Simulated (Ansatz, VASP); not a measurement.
MnO: VASP beside Ansatz

INCAR

```
SYSTEM = MnO
PREC     = Accurate       ! precision mode
ENCUT    = 700            ! plane-wave cutoff, eV
EDIFF    = 1E-6           ! SCF threshold, eV
ISMEAR   = -1             ! smearing method
SIGMA    = 0.05           ! smearing width, eV
LREAL    = .FALSE.        ! projectors in reciprocal space
LASPH    = .TRUE.         ! aspherical terms in the spheres
NELM     = 200            ! most SCF steps
ALGO     = Normal         ! electronic algorithm
ISIF     = 2              ! what is computed and relaxed
LWAVE    = .FALSE.        ! write WAVECAR
LCHARG   = .FALSE.        ! write CHGCAR
ISPIN    = 2              ! spin polarisation
MAGMOM   = 6 0            ! initial moments
LORBIT   = 11             ! projections on sites
NUPDOWN  = 6.0            ! fixed moment
LMAXMIX  = 4              ! l up to which the mixer works
GGA      = PE             ! functional
NBANDS   = 22             ! bands
GGA_COMPAT= .FALSE.
```

The input KPOINTS:

```
Automatic mesh
0
G
  9 9 9
  0 0 0
```

The input POSCAR:

```
MnO
1.0
    0.0000000000      2.2220003300      2.2220003300
    2.2220003300      0.0000000000      2.2220003300
    2.2220003300      2.2220003300      0.0000000000
Mn O
1 1
Direct
    0.0000000000      0.0000000000      0.0000000000
    0.5000000000      0.5000000000      0.5000000000
```

input.yaml

```yaml
crystal:
  lattice:
    - [0.0, 2.22200033, 2.22200033]
    - [2.22200033, 0.0, 2.22200033]
    - [2.22200033, 2.22200033, 0.0]
  atoms:
    - { symbol: Mn, position: [0.0, 0.0, 0.0], spin: 6.0 }
    - { symbol: O, position: [0.5, 0.5, 0.5] }
hamiltonian:
  xc: pbe
  pseudopotentials: { kind: paw }
magnetization:
  spin_polarized: true
  initial_magnetization: 6.0
  spin_locking: { lock_magnetization: hard }
kpoints:
  mp_grid: { grid: [9, 9, 9] }
scf:
  occupations: { method: fermi_dirac, width: 0.05 }
  lower_state_search: "off"
output:
  forces: true
  stress: true
  eigenvalues: true
```

Alike in both runs: task single point; functional PBE; k mesh 9 × 9 × 9; occupations fermi-dirac, width 0.05 eV; collinear spin; fixed moment 6 μB.

```csv
,VASP,Ansatz
version,VASP 6.6.1,Ansatz 0.2.0
potentials or method,"VASP PAW PBE potentials, release 64 (Mn_sv, O)",Ansatz PAW
plane-wave cutoff (eV),700,420
valence electrons in the cell,21,21
```

Ansatz gave:

- net moment per atom (μB): 3.00
- size of the moment on the site where the two differ most (μB): 4.27

**Question.** Estimate VASP's values.

**Answer.** net moment per atom (μB): 3.00; size of the moment on the site where the two differ most (μB): 4.40.

Site moments also hang on the region over which each program counts them.
